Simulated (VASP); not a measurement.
A run of VASP 6.6.1:

The input INCAR:

```
SYSTEM = Pt
ALGO     = Normal         ! electronic algorithm
EDIFF    = 1E-6           ! SCF threshold, eV
ENCUT    = 520            ! plane-wave cutoff, eV
GGA      = PE             ! functional
ISIF     = 2              ! what is computed and relaxed
ISMEAR   = 0              ! smearing method
LASPH    = .True.         ! aspherical terms in the spheres
LCHARG   = .True.         ! write CHGCAR
LELF     = .True.         ! ELF
LREAL    = .False.        ! projectors in reciprocal space
LVHAR    = .True.       
LWAVE    = .False.        ! write WAVECAR
NBANDS   = 28             ! bands
NELM     = 80             ! most SCF steps
PREC     = Accurate       ! precision mode
SIGMA    = 0.1            ! smearing width, eV
```

File KPOINTS:

```
k-points
0
Gamma
  4 4 4
  0 0 0
```

Contents of POSCAR:

```
Pt
1.0
    3.9655928387      0.0000000000      0.0000000000
    0.0000000000      3.9655928387      0.0000000000
    0.0000000000      0.0000000000      3.9655928387
Pt
4
Direct
    0.0000054259      0.0000054259      0.0000054259
    0.4999945741      0.9999945741      0.5000054259
    0.5000054259      0.4999945741      0.9999945741
    0.9999945741      0.5000054259      0.4999945741
```

Potentials or basis: VASP PAW PBE potentials, release 64 (Pt).

The run is started by

```console
$ cat potpaw_PBE.64/Pt/POTCAR > POTCAR
$ mpirun -np 1 vasp_std > vasp.out
```

Hardware: 1 thread of Intel(R) Xeon(R) 6975P-C (Granite Rapids), with other jobs on the host.

**Question.** Estimate the wall time of this run.

**Answer.** Wall time 8.5 s on 1 thread of Intel(R) Xeon(R) 6975P-C (Granite Rapids), with other jobs on the host, peak memory 0.16 GiB. Counts: scf iterations 12, k points 11.
